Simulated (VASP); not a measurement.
# NiO (Fm-3m) in VASP: settings compared, part 3 of 3

VASP 6.6.1. Earlier steps stand in the parts before.

## Step 5: Electric field gradients, PBEsol+D4+U, collinear spin, ferromagnetic start

The input, INCAR:

```
SYSTEM = NiO
ALGO = Normal
EDIFF = 1E-8
ENCUT = 520
GGA = PS
ISIF = 2
ISMEAR = 1
ISPIN = 2
IVDW = 13
LASPH = .True.
LCHARG = .False.
LDAU = .True.
LDAUJ = 0 0
LDAUL = 2 -1
LDAUPRINT = 1
LDAUTYPE = 2
LDAUU = 5 0
LEFG = .True.
LMAXMIX = 4
LORBIT = 11
LREAL = .False.
LWAVE = .False.
MAGMOM = -0.34 0
NBANDS = 19
NELM = 150
PREC = Accurate
SIGMA = 0.05
```

The input, KPOINTS:

```
k-points
0
Gamma
  11 11 11
  0 0 0
```

The input, POSCAR:

```
NiO
1.0
    0.0000000000      2.0859016414      2.0859016414
    2.0859016414      0.0000000000      2.0859016414
    2.0859016414      2.0859016414      0.0000000000
Ni O
1 1
Direct
    0.0000000000      0.0000000000      0.0000000000
    0.5000000000      0.5000000000      0.5000000000
```

Potentials or basis: VASP PAW PBE potentials, release 64 (Ni, O).

Command:

```bash
$ cat potpaw_PBE.64/Ni/POTCAR potpaw_PBE.64/O/POTCAR > POTCAR
$ mpirun -np 1 vasp_std > vasp.out
```

OUTCAR:

```text
SYSTEM = NiO
   EDIFF = 1E-8
   ENCUT = 520
   GGA = PS
   ISIF = 2
   ISMEAR = 1
   ISPIN = 2
   IVDW = 13
   LASPH = .True.
   LORBIT = 11
   LREAL = .False.
   NELM = 150
   PREC = Accurate

 ion  position               nearest neighbor table
   1  0.000  0.000  0.000-   2 2.09   2 2.09   2 2.09   2 2.09   2 2.09   2 2.09
   2  0.500  0.500  0.500-   1 2.09   1 2.09   1 2.09   1 2.09   1 2.09   1 2.09

  LATTYP: Found a face centered cubic cell.
 ALAT       =     4.1718032828

  Lattice vectors:

 A1 = (   0.0000000000,   2.0859016414,   2.0859016414)
 A2 = (   2.0859016414,   0.0000000000,   2.0859016414)
 A3 = (   2.0859016414,   2.0859016414,   0.0000000000)

Analysis of symmetry for initial positions (statically):
=====================================================================
 Subroutine PRICEL returns:
 Original cell was already a primitive cell.

 Routine SETGRP: Setting up the symmetry group for a
 face centered cubic supercell.

 Subroutine GETGRP returns: Found 48 space group operations
 (whereof 48 operations were pure point group operations)
 out of a pool of 48 trial point group operations.

The static configuration has the point symmetry O_h .

Analysis of symmetry for dynamics (positions and initial velocities):
=====================================================================
 Subroutine PRICEL returns:
 Original cell was already a primitive cell.

 Routine SETGRP: Setting up the symmetry group for a
 face centered cubic supercell.

 Subroutine GETGRP returns: Found 48 space group operations
 (whereof 48 operations were pure point group operations)
 out of a pool of 48 trial point group operations.

The dynamic configuration has the point symmetry O_h .

Analysis of structural, dynamic, and magnetic symmetry:
=====================================================================
 Subroutine PRICEL returns:
 Original cell was already a primitive cell.

 Routine SETGRP: Setting up the symmetry group for a
 face centered cubic supercell.

 Subroutine GETGRP returns: Found 48 space group operations
 (whereof 48 operations were pure point group operations)
 out of a pool of 48 trial point group operations.

The overall configuration has the point symmetry O_h .

 Subroutine INISYM returns: Found 48 space group operations
 (whereof 48 operations are pure point group operations),
 and found     1 'primitive' translations

[... 163 lines left out ...]
  o =  0.9774  v =  1.0000  0.0000  0.0000  0.0000  0.0000  0.0000  0.0000  0.0000  0.0000  0.0000      0.0000  0.0000  0.0000  0.0000  0.0000  0.0000  0.0000  0.0000  0.0000  0.0000
  o =  0.9798  v =  0.0000  0.0000  0.0000  0.0000  0.0000  0.0000  0.9999 -0.0000 -0.0126 -0.0000      0.0000  0.0000  0.0000  0.0000  0.0000  0.0000  0.0000  0.0000  0.0000  0.0000
  o =  0.9798  v =  0.0000  0.0000  0.0000  0.0000  0.0000  1.0000  0.0000  0.0000  0.0000  0.0000      0.0000  0.0000  0.0000  0.0000  0.0000  0.0000  0.0000  0.0000  0.0000  0.0000
  o =  0.9798  v =  0.0000  0.0000  0.0000  0.0000  0.0000  0.0000 -0.0126  0.0000 -0.9999 -0.0000      0.0000  0.0000  0.0000  0.0000  0.0000  0.0000  0.0000  0.0000  0.0000  0.0000
  o =  1.0325  v =  0.0000  0.0000  0.0000  0.0000  0.0000  0.0000  0.0000  1.0000  0.0000 -0.0007      0.0000  0.0000  0.0000  0.0000  0.0000  0.0000  0.0000  0.0000  0.0000  0.0000
  o =  1.0325  v =  0.0000  0.0000  0.0000  0.0000  0.0000  0.0000 -0.0000 -0.0007  0.0000 -1.0000      0.0000  0.0000  0.0000  0.0000  0.0000  0.0000  0.0000  0.0000  0.0000  0.0000

 number of electron      16.0000001 magnetization      -2.0000097

 Free energy of the ion-electron system (eV)
  ---------------------------------------------------
  ext. energy  EPLUGINS =         0.00000000
  ---------------------------------------------------
  free energy    TOTEN  =       -11.16066961 eV

  energy without entropy =      -11.16073073  energy(sigma->0) =      -11.16068999

 E-fermi :   6.9121     XC(G=0): -12.9335

 val. band max:        6.8801330669   @ k =   0.4545   0.0000   0.0000
 cond. band min:       8.5624910041   @ k =   0.0000   0.0000   0.0000
 fundamental gap:      1.6823579372
 Fermi energy:         6.9120711288

 spin component 1

 k-point     1 :       0.0000    0.0000    0.0000
  band No.  band energies     occupation
      1     -11.8751      1.00000
      2       3.4461      1.00000
      3       3.4461      1.00000
      4       3.4465      1.00000
      5       5.5830      1.00000
      6       5.5830      1.00000
[... 1049 lines left out ...]
     18      38.1677      0.00000
     19      38.1677      0.00000

 [... further k-points ...]

------------------------ aborting loop because EDIFF is reached ----------------------------------------

  DFT-D4 for vdW energy calculation

  Edisp (eV):   -0.35450

  FORCE on cell =-STRESS in cart. coord.  units (eV):
  Direction    XX          YY          ZZ          XY          YZ          ZX
  --------------------------------------------------------------------------------------
  -------------------------------------------------------------------------------------
  Total      -0.90057    -0.90057    -0.90057     0.00000     0.00000    -0.00000
  in kB     -79.49115   -79.49115   -79.49115     0.00000     0.00000    -0.00000
  external pressure =      -79.49 kB  Pullay stress =        0.00 kB

 VOLUME and BASIS-vectors are now :
 -----------------------------------------------------------------------------
  energy-cutoff  :      520.00
  volume of cell :       18.15
      direct lattice vectors                 reciprocal lattice vectors
     0.000000000  2.085901641  2.085901641    -0.239704495  0.239704495  0.239704495
     2.085901641  0.000000000  2.085901641     0.239704495 -0.239704495  0.239704495
     2.085901641  2.085901641  0.000000000     0.239704495  0.239704495 -0.239704495

 POSITION                                       TOTAL-FORCE (eV/Angst)
 -----------------------------------------------------------------------------------
      0.00000      0.00000      0.00000        -0.000000      0.000000      0.000000
      2.08590      2.08590      2.08590         0.000000     -0.000000     -0.000000
 -----------------------------------------------------------------------------------
    total drift:                                0.000000     -0.000000     -0.000000

  FREE ENERGIE OF THE ION-ELECTRON SYSTEM (eV)
  ---------------------------------------------------
  free  energy   TOTEN  =       -11.5151714140 eV

  energy  without entropy=      -11.5152325316  energy(sigma->0) =      -11.51519179

 Electric field gradients (V/A^2)
---------------------------------------------------------------------
 ion       V_xx      V_yy      V_zz      V_xy      V_xz      V_yz
---------------------------------------------------------------------
   1       0.000    -0.000    -0.000    -0.002    -0.002    -0.002
   2      -0.000    -0.000     0.000    -0.002    -0.002    -0.002
---------------------------------------------------------------------

 Electric field gradients after diagonalization (V/A^2)
 (convention: |V_zz| > |V_xx| > |V_yy|)
----------------------------------------------------------------------
 ion       V_xx      V_yy      V_zz     asymmetry (V_yy - V_xx)/ V_zz
----------------------------------------------------------------------
   1       0.002     0.002    -0.004       0.000
   2       0.002     0.002    -0.003       0.000
----------------------------------------------------------------------

           NMR quadrupolar parameters

 Cq : quadrupolar parameter    Cq=e*Q*V_zz/h
 eta: asymmetry parameters     (V_yy - V_xx)/ V_zz
 Q  : nuclear electric quadrupole moment in mb (millibarn)
----------------------------------------------------------------------
 ion       Cq(MHz)       eta       Q (mb)
----------------------------------------------------------------------
   1      -0.000       0.000       1.000
   2      -0.000       0.000       1.000
----------------------------------------------------------------------

 total charge

# of ion       s       p       d       tot
------------------------------------------
    1        0.348   0.432   8.233   9.013
    2        1.542   3.454   0.000   4.996
--------------------------------------------------
tot          1.891   3.885   8.233  14.009

 magnetization (x)

# of ion       s       p       d       tot
------------------------------------------
    1       -0.011  -0.014  -1.746  -1.771
    2       -0.021  -0.191   0.000  -0.212
--------------------------------------------------
tot         -0.032  -0.205  -1.746  -1.983
```

stdout:

```text
POSCAR found type information on POSCAR NiO
 POSCAR found :  2 types and       2 ions
 scaLAPACK will be used
 -----------------------------------------------------------------------------
|                                                                             |
|                                                                             |
|     You enforced a specific xc type in the INCAR file but a different       |
|     I HOPE YOU KNOW WHAT YOU ARE DOING!                                     |
|                                                                             |
 -----------------------------------------------------------------------------

 LDA part: xc-table for (Slater+PW92), standard interpolation
 POSCAR, INCAR and KPOINTS ok, starting setup
 FFT: planning ... GRIDC
 FFT: planning ... GRID_SOFT
 FFT: planning ... GRID
 WAVECAR not read
 entering main loop
ion   1

ion   2
```

It took 22 s on 1 thread of Intel Xeon 6975P-C (Granite Rapids), shared host; peak memory 0.17 GiB.

What came out:

* Free energy: -11.5152 eV
* Pressure: -7.9 GPa
* Band gap on the k mesh: 1.68 eV (least direct gap 2.41 eV)
* Net moment: -2.00 μB per cell
* Site moments: Ni -1.77; O -0.21 μB
* Largest electric field gradient by atom: zero within the noise of the run
* Valence electrons inside the program's atomic spheres: Ni 9.01; O 5.00
* Dispersion energy per atom: -0.177 eV

Eigenvalues of the final occupation matrices:
```csv
site,spin,trace,eigenvalues
site 1 d,1,3.26,0.16 0.16 0.98 0.98 0.98
site 1 d,2,5.00,0.98 0.98 0.98 1.03 1.03
```

Caveat: the cell stands under tension; the PAW data sets were made with another functional, which shifts forces and pressure a little; an odd mesh through Γ misses points on the zone boundary, where band edges can lie; a cell with one magnetic atom can't hold antiferromagnetic order, which such compounds often take.

## Step 6: Single point, r2SCAN+D3(BJ)+U, collinear spin, ferromagnetic start

POSCAR is that of step 5.

The input, INCAR.step1:

```
ALGO = Normal ; EDIFF = 1E-4
ENCUT = 520 ; GGA = PE
ISMEAR = 1 ; ISPIN = 2
LASPH = T ; LCHARG = F
LDAU = T ; LDAUJ = 0 0
LDAUL = 2 -1 ; LDAUTYPE = 2
LDAUU = 5 0 ; LMAXMIX = 4
LREAL = F ; LWAVE = T
MAGMOM = 1 0 ; NBANDS = 19
NELM = 150 ; PREC = Accurate
SIGMA = 0.1
```

The input, INCAR.step2:

```
ALGO = Normal ; EDIFF = 1E-6
ENCUT = 520 ; ISIF = 2
ISMEAR = 1 ; ISPIN = 2
ISTART = 1 ; IVDW = 12
LASPH = T ; LCHARG = F
LDAU = T ; LDAUJ = 0 0
LDAUL = 2 -1 ; LDAUPRINT = 1
LDAUTYPE = 2 ; LDAUU = 5 0
LMAXMIX = 4 ; LMIXTAU = T
LORBIT = 11 ; LREAL = F
LWAVE = F ; MAGMOM = 1 0
METAGGA = R2SCAN ; NBANDS = 19
NELM = 150 ; PREC = Accurate
SIGMA = 0.1 ; VDW_A1 = 0.49484001
VDW_A2 = 5.73083694 ; VDW_S6 = 1.0
VDW_S8 = 0.78981345
```

The input, KPOINTS:

```
k-points
0
Gamma
  11 11 11
```

Potentials or basis: VASP PAW PBE potentials, release 64 (Ni, O).

Command:

```bash
$ cat potpaw_PBE.64/Ni/POTCAR potpaw_PBE.64/O/POTCAR > POTCAR
$ cp INCAR.step1 INCAR
$ mpirun -np 1 vasp_std > vasp.out
$ cp INCAR.step2 INCAR
$ mpirun -np 1 vasp_std > vasp.out
```

Run time: 49 s. Hardware: 1 thread of Intel Xeon 6975P-C (Granite Rapids), shared host; peak memory 0.18 GiB.

Results (log left out):

```yaml
Free_energy: -19.4590 eV
Pressure: -2.1 GPa
Band_gap_on_the_k_mesh: 3.26 eV (least direct gap 4.12 eV)
Net_moment: 2.00 μB per cell
Site_moments: Ni +1.85; O +0.16 μB
Valence_electrons_inside_the_program's_atomic_spheres: Ni 8.96; O 5.08
Dispersion_energy_per_atom: -0.126 eV
```

Levels at points of the mesh, in eV from the valence-band top:
Spin up:
| k point | band 7 | band 8 | band 9 | band 10 | band 11 | band 12 |
| --- | --- | --- | --- | --- | --- | --- |
| (0.00, 0.00, 0.00) | -1.54 | -1.54 | -1.54 | 3.26 | 19.01 | 19.01 |
Spin down:
| k point | band 3 | band 4 | band 5 | band 6 | band 7 | band 8 | band 9 | band 10 | band 11 | band 12 |
| --- | --- | --- | --- | --- | --- | --- | --- | --- | --- | --- |
| (0.00, 0.00, 0.00) | -3.80 | -3.80 | -1.13 | -1.13 | -1.13 | 3.46 | 3.46 | 3.75 | 19.38 | 19.38 |

Eigenvalues of the final occupation matrices:
| site | spin | trace | eigenvalues |
| --- | --- | --- | --- |
| site 1 d | 1 | 5.02 | 0.98 0.98 0.98 1.03 1.03 |
| site 1 d | 2 | 3.19 | 0.13 0.13 0.98 0.98 0.98 |

Caveat: the PAW data sets were made with another functional, which shifts forces and pressure a little; an odd mesh through Γ misses points on the zone boundary, where band edges can lie; a cell with one magnetic atom can't hold antiferromagnetic order, which such compounds often take.

## Step 7: Summary

| task | level | potentials or basis | U | cell | k mesh | cutoff (eV) | smearing | ions in elastic constants | gap on the mesh (eV) | pressure (GPa) | moment (μB) |
| --- | --- | --- | --- | --- | --- | --- | --- | --- | --- | --- | --- |
| single point | PBEsol+U | VASP PAW PBE potentials, release 64 (Ni, O) | Ni d U = 8.0 eV | a = 2.950 Å, angles 60.0°, 2 atoms | 11 × 11 × 11 | 520 | fermi-dirac 0.05 eV | - | 3.00 | -9.5 | 2.00 |
| elastic constants | LDA | VASP PAW LDA potentials, release 64 (Ni, O) | - | a = 2.950 Å, angles 60.0°, 2 atoms | 8 × 8 × 8 | 600 | fermi-dirac 0.05 eV | relaxed | - | - | 0.67 |
| single point | PBE+D3(BJ)+U | VASP PAW PBE potentials, release 64 (Ni, O) | Ni d U = 8.0 eV | a = 3.005 Å, angles 60.0°, 2 atoms | 11 × 11 × 11 | 520 | gaussian 0.1 eV | - | 2.71 | -12.1 | 2.00 |
| electric field gradients | PBEsol+D4+U | VASP PAW PBE potentials, release 64 (Ni, O) | Ni d U = 5.0 eV | a = 2.950 Å, angles 60.0°, 2 atoms | 11 × 11 × 11 | 520 | methfessel-paxton 0.05 eV | - | 1.68 | -7.9 | 2.00 |
| single point | r2SCAN+D3(BJ)+U | VASP PAW PBE potentials, release 64 (Ni, O) | Ni d U = 5.0 eV | a = 2.950 Å, angles 60.0°, 2 atoms | 11 × 11 × 11 | 520 | methfessel-paxton 0.1 eV | - | 3.26 | -2.1 | 2.00 |

Alike in all rows: spin collinear, ferromagnetic start.

Caveats: a cell with one magnetic atom can't hold antiferromagnetic order, which such compounds often take; an odd mesh through Γ misses points on the zone boundary, where band edges can lie (at least some runs); the cell stands under tension (at least some runs); the PAW data sets were made with another functional, which shifts forces and pressure a little (at least some runs); the cell is under stress, which shifts elastic constants (at least some runs).

Absolute energies hang on the potentials; compare differences alone.
